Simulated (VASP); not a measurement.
Ir, 1 atom in the cell. It takes space group R-3m (No. 166, trigonal). The conventional cell has a = 2.674 Å, b = 2.674 Å, c = 6.850 Å, α = 90.00°, β = 90.00°, γ = 120.00°. Within 3.5 Å of Ir (site symmetry -3m) lie 12 Ir at 2.67 to 2.76 Å.  This cell differs from its parent crystal: equal xy, yz and zx shear strains of +3 %.

* Program: VASP 6.6.1
* Task: electric field gradients
* Functional: PBE
* Potentials or basis: VASP PAW PBE potentials, release 64 (Ir)
* Cutoff: 520 eV
* k mesh: 15 × 15 × 15
* Occupations: fermi-dirac, width 0.05 eV
* Spin: no spin polarisation
* Dipole correction: no
* Further INCAR settings: ALGO = Normal; EDIFF = 1e-08; NBANDS = 10

Potentials or basis: VASP PAW PBE potentials, release 64 (Ir).

Command:

```sh
$ cat potpaw_PBE.64/Ir/POTCAR > POTCAR
$ mpirun -np 1 vasp_std > vasp.out
```

Hardware: 1 thread of AMD EPYC 9R14 (Zen 4) (shared host).

How long does it take, and how much memory?

Run time: 26 s on 1 thread of AMD EPYC 9R14 (Zen 4) (shared host), peak memory 0.14 GiB. Counts: scf iterations 14, k points 344.
